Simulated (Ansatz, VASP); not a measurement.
**Al: VASP beside Ansatz**

Contents of INCAR:

```
PREC = Accurate
ENCUT = 520
EDIFF = 1E-7
ISMEAR = 0
SIGMA = 0.15
LREAL = F
LASPH = T
NELM = 60
ALGO = Normal
ISIF = 2
LWAVE = F
LCHARG = F
GGA = PS
NBANDS = 8
```

Contents of KPOINTS:

```
regular mesh
0
Gamma
  24 24 24
```

File POSCAR:

```
Al
1.0
   -1.4176860570      1.4176860570      2.0046080847
    1.4176860570     -1.4176860570      2.0046080847
    1.4176860570      1.4176860570     -2.0046080847
Al
1
Direct
    0.0000000000      0.0000000000      0.0000000000
```

Input for Ansatz:

```yaml
crystal:
  lattice:
    - [-1.417686057, 1.417686057, 2.0046080847]
    - [1.417686057, -1.417686057, 2.0046080847]
    - [1.417686057, 1.417686057, -2.0046080847]
  atoms:
    - { symbol: Al, position: [0.0, 0.0, 0.0] }
basis:
  ecutwfc: 420
kpoints:
  mp_grid: { grid: [24, 24, 24] }
hamiltonian:
  xc: pbesol
scf:
  occupations: { method: gaussian, width: 0.15 }
output:
  forces: true
  stress: true
  eigenvalues: true
```

Alike in both runs: task single point; functional PBEsol; k mesh 24 × 24 × 24; occupations gaussian, width 0.15 eV; no spin polarisation.

```csv
,VASP,Ansatz
version,VASP 6.6.1,Ansatz 0.2.0
potentials or method,"VASP PAW PBE potentials, release 64 (Al), cutoff 520 eV","scalar-relativistic, plane waves, PAW"
valence electrons in the cell,3,3
```

```tsv
	VASP	Ansatz	Ansatz less VASP
gap on the k mesh at the Fermi level (eV)	none	none	-
pressure (GPa)	0.3	0.3	-0.06
```

VASP's potentials were made for PBE, not for PBEsol. A gap of «none» marks a metal or a gap that the smearing closes.
